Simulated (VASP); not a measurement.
# GaSb (I-4m2) in VASP: notebook

The runs below take GaSb through single point, with PBE.

Everything below comes from runs of VASP 6.6.1. Logs are shortened: lines on timing, memory, paths and dates and some standing lists are left out, and cuts for length are marked.

### 1 The cell of the first run

The structure is tetragonal, space group I-4m2 (No. 119). The conventional cell has a = 4.326 Å, b = 4.326 Å, c = 6.057 Å, α = 90.00°, β = 90.00°, γ = 90.00°. Within 3.5 Å of Ga (site symmetry -4m2) lie 4 Sb at 2.64 Å. Sb (site symmetry -4m2) has 4 Ga at 2.64 Å within 3.5 Å.

### 2 Single point, PBE (strain -0.0100 x Voigt [0, 1, 0, 0, 0, 0])

INCAR

```
  ALGO = Normal
  EDIFF = 1E-6
  ENCUT = 520
  GGA = PE
  ISIF = 2
  ISMEAR = 0
  LASPH = T
  LCHARG = F
  LREAL = F
  LWAVE = F
  NBANDS = 16
  NELM = 100
  PREC = Accurate
  SIGMA = 0.15
```

KPOINTS

```
k-points
0
Gamma
  14 14 14
```

POSCAR

```
GaSb
1.0
    0.0000000000      3.0284100000      3.0590000000
    3.0590000000      0.0000000000      3.0590000000
    3.0590000000      3.0284100000      0.0000000000
Ga Sb
1 1
Direct
    0.0000000000      0.0000000000      0.0000000000
    0.7500000000      0.7500000000      0.7500000000
```

Potentials or basis: VASP PAW PBE potentials, release 64 (Ga_d, Sb).

The run is started by

```
> cat potpaw_PBE.64/Ga_d/POTCAR potpaw_PBE.64/Sb/POTCAR > POTCAR
> mpirun -np 1 vasp_std > vasp.out
```

OUTCAR:

```text
EDIFF = 1E-6
   ENCUT = 520
   GGA = PE
   ISIF = 2
   ISMEAR = 0
   LASPH = T
   LREAL = F
   NELM = 100
   PREC = Accurate

 ion  position               nearest neighbor table
   1  0.000  0.000  0.000-   2 2.64   2 2.64   2 2.64   2 2.64
   2  0.750  0.750  0.750-   1 2.64   1 2.64   1 2.64   1 2.64

  LATTYP: Found a body centered tetragonal cell.
 ALAT       =     4.3260792873
 C/A-ratio  =     1.4000714267

  Lattice vectors:

 A1 = (   0.0000000000,  -3.0284100000,   3.0590000000)
 A2 = (   0.0000000000,  -3.0284100000,  -3.0590000000)
 A3 = (   3.0590000000,   3.0284100000,   0.0000000000)

Analysis of symmetry for initial positions (statically):
=====================================================================
 Subroutine PRICEL returns:
 Original cell was already a primitive cell.

 Routine SETGRP: Setting up the symmetry group for a
 body centered tetragonal supercell.

 Subroutine GETGRP returns: Found  8 space group operations
 (whereof  8 operations were pure point group operations)
 out of a pool of 16 trial point group operations.

The static configuration has the point symmetry D_2d.

Analysis of symmetry for dynamics (positions and initial velocities):
=====================================================================
 Subroutine PRICEL returns:
 Original cell was already a primitive cell.

 Routine SETGRP: Setting up the symmetry group for a
 body centered tetragonal supercell.

 Subroutine GETGRP returns: Found  8 space group operations
 (whereof  8 operations were pure point group operations)
 out of a pool of 16 trial point group operations.

The dynamic configuration has the point symmetry D_2d.

 Subroutine INISYM returns: Found  8 space group operations
 (whereof  8 operations are pure point group operations),
 and found     1 'primitive' translations

----------------------------------------------------------------------------------------

                                     Primitive cell

  volume of cell :      56.6766

  direct lattice vectors                    reciprocal lattice vectors
     0.000000000  3.028410000  3.059000000    -0.163452109  0.165103140  0.163452109
     3.059000000  0.000000000  3.059000000     0.163452109 -0.165103140  0.163452109
     3.059000000  3.028410000  0.000000000     0.163452109  0.165103140 -0.163452109

  length of vectors
     4.304503238  4.326079287  4.304503238     0.284063779  0.284063779  0.284063779

  position of ions in fractional coordinates (direct lattice)
     0.000000000  0.000000000  0.000000000
     0.750000000  0.750000000  0.750000000

  ion indices of the primitive-cell ions
   primitive index   ion index
                 1           1
                 2           2

----------------------------------------------------------------------------------------

 KPOINTS: k-points

Automatic generation of k-mesh.
 Grid dimensions read from file:
 generate k-points for:   14   14   14

 Generating k-lattice:

  Cartesian coordinates                     Fractional coordinates (reciprocal lattice)
    -0.011675151  0.011793081  0.011675151     0.071428571  0.000000000  0.000000000
     0.011675151 -0.011793081  0.011675151    -0.000000000  0.071428571 -0.000000000
     0.011675151  0.011793081 -0.011675151     0.000000000  0.000000000  0.071428571

  Length of vectors
     0.020290270  0.020290270  0.020290270

  Shift w.r.t. Gamma in fractional coordinates (k-lattice)
     0.000000000  0.000000000  0.000000000

 Subroutine IBZKPT returns following result:
 ===========================================

 Found    244 irreducible k-points:

 Following reciprocal coordinates:
            Coordinates               Weight
  0.000000  0.000000  0.000000      1.000000
  0.071429  0.000000 -0.000000      8.000000
  0.142857  0.000000 -0.000000      8.000000
  0.214286  0.000000 -0.000000      8.000000
  0.285714  0.000000 -0.000000      8.000000
  0.357143  0.000000 -0.000000      8.000000
[... 16 lines left out ...]
  0.214286  0.142857  0.000000     16.000000
  0.285714  0.142857 -0.000000     16.000000
 [... further k-points ...]
   k-points           NKPTS =    244   k-points in BZ     NKDIM =    244   number of bands    NBANDS=     16
   number of dos      NEDOS =    301   number of ions     NIONS =      2
   total plane-waves  NPLWV =  32768
   dimension x,y,z NGX =    32 NGY =   32 NGZ =   32
   dimension x,y,z NGXF=    64 NGYF=   64 NGZF=   64
   ions per type =               1   1
   NGX,Y,Z   is equivalent  to a cutoff of  12.36, 12.30, 12.36 a.u.
   NGXF,Y,Z  is equivalent  to a cutoff of  24.72, 24.59, 24.72 a.u.
 SYSTEM =  unknown system
   PREC   = accura    normal or accurate (medium, high low for compatibility)
   ISTART =      0    job   : 0-new  1-cont  2-samecut
   ICHARG =      2    charge: 1-file 2-atom 10-const
   ISPIN  =      1    spin polarized calculation?
   LNONCOLLINEAR =      F non collinear calculations
   LSORBIT =      F    spin-orbit coupling
   LASPH  =      T    aspherical Exc in radial PAW
   ENCUT  =  520.0 eV  38.22 Ry    6.18 a.u.   8.00  8.04  8.00*2*pi/ulx,y,z
   NELM   =    100;   NELMIN=  2; NELMDL= -5     # of ELM steps
   EDIFF  = 0.1E-05   stopping-criterion for ELM
   LREAL  =      F    real-space projection
   EDIFFG = 0.1E-04   stopping-criterion for IOM
   NSW    =      0    number of steps for IOM
   IBRION =     -1    ionic relax: 0-MD 1-quasi-New 2-CG
   NFREE  =      0    steps in history (QN), initial steepest desc. (CG)
   ISIF   =      2    stress and relaxation
   ISYM   =      2    0-nonsym 1-usesym 2-fastsym
   POTIM  = 0.5000    time-step for ionic-motion
   TEBEG  =    0.0;   TEEND  =   0.0 temperature during run
   PSTRESS=    0.0 pullay stress
   NELECT =      18.0000    total number of electrons
   NUPDOWN=      -1.0000    fix difference up-down
   EMIN   =  10.00;   EMAX   =-10.00  energy-range for DOS
   EFERMI =   0.00;   METHOD = LEGACY
   ISMEAR =     0;   SIGMA  =   0.15  broadening in eV -4-tet -1-fermi 0-gaus
   EFERMI_NEDOS =   21; number of points for ismear=-14 and -15
   IALGO  =     38    algorithm
   IMIX   =      4    mixing-type and parameters
     AMIX     =   0.40;   BMIX     =  1.00
     AMIX_MAG =   1.60;   BMIX_MAG =  1.00
  volume/ion in A,a.u.               =      28.34       191.24
  Fermi-wavevector in a.u.,A,eV,Ry     =   1.116943  2.110717 16.974116  1.247562
  Thomas-Fermi vector in A             =   2.253562
   LORBIT       =      0    0 simple, 1 ext, 2 COOP (PROOUT), +10 PAW based schemes
   GGA     = PE    functional components
   LHFCALC =     F    Hartree Fock is set to
   AEXX    =    0.0000 exact exchange contribution
   IVDW    =     0    specifies the selected vdW correction
   LEPSILON=     F    determine dielectric tensor
   LRPA    =     F    only Hartree local field effects (RPA)
 non-spin polarized calculation
 Gauss-broadening in eV      SIGMA  =   0.15
  energy-cutoff  :      520.00
  volume of cell :       56.68
 maximum number of plane-waves:      1548
   NGX = 17   NGY = 17   NGZ = 17

 number of electron      17.9999985 magnetization

 Free energy of the ion-electron system (eV)
  ---------------------------------------------------
  ext. energy  EPLUGINS =         0.00000000
  ---------------------------------------------------
  free energy    TOTEN  =        -7.34315076 eV

  energy without entropy =       -7.34300235  energy(sigma->0) =       -7.34307655

 E-fermi :   5.1166     XC(G=0):  -9.1340

 val. band max:        5.0800613895   @ k =   0.0000   0.0000   0.0000
 cond. band min:       5.3955321876   @ k =   0.5000   0.0000  -0.0000
 fundamental gap:      0.3154707982
 Fermi energy:         5.1165960643

 k-point     1 :       0.0000    0.0000    0.0000
  band No.  band energies     occupation
      1     -10.0807      2.00000
      2     -10.0807      2.00000
      3     -10.0793      2.00000
      4     -10.0295      2.00000
      5     -10.0283      2.00000
      6      -6.5743      2.00000
[... 8 lines left out ...]
     15      13.5008      0.00000
     16      13.6644      0.00000

 k-point     2 :       0.0714    0.0000   -0.0000
  band No.  band energies     occupation
      1     -10.0818      2.00000
      2     -10.0800      2.00000
      3     -10.0790      2.00000
      4     -10.0296      2.00000
      5     -10.0284      2.00000
      6      -6.5211      2.00000
[... 8 lines left out ...]
     15      13.0849      0.00000
     16      13.2181      0.00000

 k-point     3 :       0.1429    0.0000   -0.0000
  band No.  band energies     occupation
      1     -10.0858      2.00000
      2     -10.0783      2.00000
      3     -10.0773      2.00000
      4     -10.0298      2.00000
      5     -10.0286      2.00000
      6      -6.3635      2.00000
[... 8 lines left out ...]
     15      12.6299      0.00000
     16      12.7324      0.00000

 k-point     4 :       0.2143    0.0000   -0.0000
  band No.  band energies     occupation
      1     -10.0917      2.00000
      2     -10.0758      2.00000
      3     -10.0750      2.00000
      4     -10.0300      2.00000
      5     -10.0287      2.00000
      6      -6.1093      2.00000
[... 8 lines left out ...]
     15      12.4743      0.00000
     16      12.5444      0.00000
[... 324 lines left out ...]
 k-point    22 :       0.1429    0.1429    0.0000
  band No.  band energies     occupation
      1     -10.0904      2.00000
      2     -10.0759      2.00000
      3     -10.0748      2.00000
      4     -10.0306      2.00000
      5     -10.0283      2.00000
      6      -6.2936      2.00000
[... 8 lines left out ...]
     15      12.1526      0.00000
     16      13.8804      0.00000

 k-point    23 :       0.2143    0.1429    0.0000
  band No.  band energies     occupation
      1     -10.0952      2.00000
      2     -10.0736      2.00000
      3     -10.0725      2.00000
      4     -10.0314      2.00000
      5     -10.0281      2.00000
      6      -6.1051      2.00000
[... 8 lines left out ...]
     15      12.8278      0.00000
     16      13.7754      0.00000

 k-point    24 :       0.2857    0.1429   -0.0000
  band No.  band energies     occupation
      1     -10.1004      2.00000
      2     -10.0714      2.00000
      3     -10.0701      2.00000
      4     -10.0320      2.00000
      5     -10.0279      2.00000
      6      -5.8256      2.00000
[... 8 lines left out ...]
     15      13.3499      0.00000
     16      13.7846      0.00000

 [... further k-points ...]

------------------------ aborting loop because EDIFF is reached ----------------------------------------

  FORCE on cell =-STRESS in cart. coord.  units (eV):
  Direction    XX          YY          ZZ          XY          YZ          ZX
  --------------------------------------------------------------------------------------
  -------------------------------------------------------------------------------------
  Total        1.0032105      1.1516077      1.0032105     -0.0000000      0.0000000      0.0000000
  in kB       28.3595291     32.5545356     28.3595291     -0.0000000      0.0000000      0.0000000
  external PRESSURE =      29.7578646 kB  Pullay stress =       0.0000000 kB

 VOLUME and BASIS-vectors are now :
 -----------------------------------------------------------------------------
  energy-cutoff  :      520.00
  volume of cell :       56.68
      direct lattice vectors                 reciprocal lattice vectors
     0.000000000  3.028410000  3.059000000    -0.163452109  0.165103140  0.163452109
     3.059000000  0.000000000  3.059000000     0.163452109 -0.165103140  0.163452109
     3.059000000  3.028410000  0.000000000     0.163452109  0.165103140 -0.163452109

 POSITION                                       TOTAL-FORCE (eV/Angst)
 -----------------------------------------------------------------------------------
      0.00000      0.00000      0.00000        -0.000000      0.000000      0.000000
      4.58850      4.54261      4.58850         0.000000      0.000000     -0.000000
 -----------------------------------------------------------------------------------
    total drift:                               -0.000002     -0.000001     -0.000002

  FREE ENERGIE OF THE ION-ELECTRON SYSTEM (eV)
  ---------------------------------------------------
  free  energy   TOTEN  =        -7.3431507594 eV

  energy  without entropy=       -7.3430023503  energy(sigma->0) =       -7.34307655
```

It took 50 s on 1 thread of Intel Xeon 6975P-C (Granite Rapids), shared host; peak memory 0.35 GiB.

What came out:

```
Free energy : -7.3432 eV
Pressure    : 3.0 GPa
```

Caveat: the cell differs from its parent crystal (strain -0.0100 x Voigt [0, 1, 0, 0, 0, 0]); spin-orbit coupling is left out, which moves the levels of the heavy elements.

(Part 1 of 2 ends here.)
